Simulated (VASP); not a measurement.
Write the native input for VASP 6.6.1 that does the following.

| Item | Value |
| --- | --- |
| Task | single point |
| Functional | LDA |
| Potentials or basis | VASP PAW LDA potentials, release 64 (Ba_sv) |
| Cutoff | 520 eV |
| k mesh | 16 × 16 × 16 |
| Occupations | gaussian, width 0.15 eV |
| Spin | no spin polarisation |
| Dipole correction | no |
| Further INCAR settings | ALGO = Fast; EDIFF = 1e-06; NBANDS = 11 |

The structure of Ba lies in POSCAR:

```
Ba
1.0
   -2.5704593068      2.5704593068      2.3648225622
    2.5704593068     -2.5704593068      2.3648225622
    2.5704593068      2.5704593068     -2.3648225622
Ba
1
Direct
    0.0000000000      0.0000000000      0.0000000000
```

This cell differs from its parent crystal: ratio of the length along z to the lengths across it x 0.92, volume and fractional coordinates fixed.

The input as run:

INCAR

```
SYSTEM = Ba
ALGO = Fast
EDIFF = 1E-6
ENCUT = 520
ISIF = 2
ISMEAR = 0
LASPH = .TRUE.
LCHARG = .FALSE.
LREAL = .FALSE.
LWAVE = .FALSE.
NBANDS = 11
NELM = 60
PREC = Accurate
SIGMA = 0.15
```

KPOINTS

```
k-points
0
G
  16 16 16
  0 0 0
```

Potentials or basis: VASP PAW LDA potentials, release 64 (Ba_sv).

Run with:

```console
$ cat potpaw_LDA.64/Ba_sv/POTCAR > POTCAR
$ mpirun -np 1 vasp_std > vasp.out
```

It gave:

The pressure is -1.2 GPa and the band gap on the k mesh is zero (bands 5 and 6 overlap by 0.94 eV).

Caveat: spin-orbit coupling is left out, which moves the levels of the heavy elements.

It took 4.6 min on 1 thread of AMD EPYC 7R43 64-Core Processor (Zen 3) (shared host), peak memory 0.3 GiB.
